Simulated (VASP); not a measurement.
Crystal: Pt.

```
Pt
1.0
     0.00000    1.96134    1.96134
     1.96134    0.00000    1.96134
     1.96134    1.96134    0.00000
Pt
1
Direct
  0.00000 0.00000 0.00000
```

- Program: VASP 6.6.1
- Task: relaxation of cell and atoms
- Functional: r2SCAN
- Potentials or basis: VASP PAW PBE potentials, release 64 (Pt)
- Cutoff: 600 eV
- k mesh: 19 × 19 × 19
- Occupations: fermi-dirac, width 0.1 eV
- Spin: no spin polarisation

At the start: pressure 4.9 GPa; volume 15.09 Å³/atom.

Task: Where does the relaxation end?

Result: Over 4 steps the energy falls by 3.9 meV/atom and the volume is 15.35 Å³/atom (+1.7 %); space group Fm-3m (No. 225, to 0.1 Å) before and after.

The path:
```
step  energy change (eV)  largest force (eV/Å)  pressure (GPa)  volume (Å³)
   1              0.0000                0.0000            4.90        15.09
   2              0.0256                0.0000          -11.61        16.12
   3             -0.0039                0.0000           -0.07        15.36
   4             -0.0039                0.0000           -0.03        15.35
```

Final structure:
```cif
data_structure
_symmetry_space_group_name_H-M 'P 1'
_symmetry_Int_Tables_number 1
_cell_length_a 2.7896
_cell_length_b 2.7896
_cell_length_c 2.7896
_cell_angle_alpha 60.000
_cell_angle_beta 60.000
_cell_angle_gamma 60.000
_cell_volume 15.35
loop_
_atom_site_label
_atom_site_type_symbol
_atom_site_fract_x
_atom_site_fract_y
_atom_site_fract_z
_atom_site_occupancy
Pt1 Pt 0.00000 0.00000 0.00000 1
```

Caveat: the PAW data sets were made with another functional, which shifts forces and pressure a little.
